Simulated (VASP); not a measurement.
## MgO: single point with r2SCAN

MgO:

```
CELL_PARAMETERS angstrom
0.00000 2.11350 2.11350
2.11350 0.00000 2.11350
2.11350 2.11350 0.00000
ATOMIC_POSITIONS crystal
Mg 0.00000 0.00000 0.00000
O 0.50000 0.50000 0.50000
```

```
Program             : VASP 6.6.1
Task                : single point
Functional          : r2SCAN
Potentials or basis : VASP PAW PBE potentials, release 64 (Mg, O)
Cutoff              : 520 eV
k mesh              : 9 × 9 × 9
Occupations         : gaussian, width 0.1 eV
Spin                : no spin polarisation
```

```yaml
Pressure: -3.7 GPa
Band_gap_on_the_k_mesh: 5.50 eV, direct
```

Levels at points of the mesh, in eV from the valence-band top:
```
           k point  band 2  band 3  band 4  band 5  band 6  band 7
(0.00, 0.00, 0.00)    0.00    0.00    0.00    5.50   16.77   16.77
```

Run time: 13 s on 1 thread of Intel(R) Xeon(R) 6975P-C (Granite Rapids) (shared host), peak memory 0.14 GiB.

Caveat: the PAW data sets were made with another functional, which shifts forces and pressure a little. r2SCAN opens gaps a little over a GGA but as a rule still falls short of measured ones.
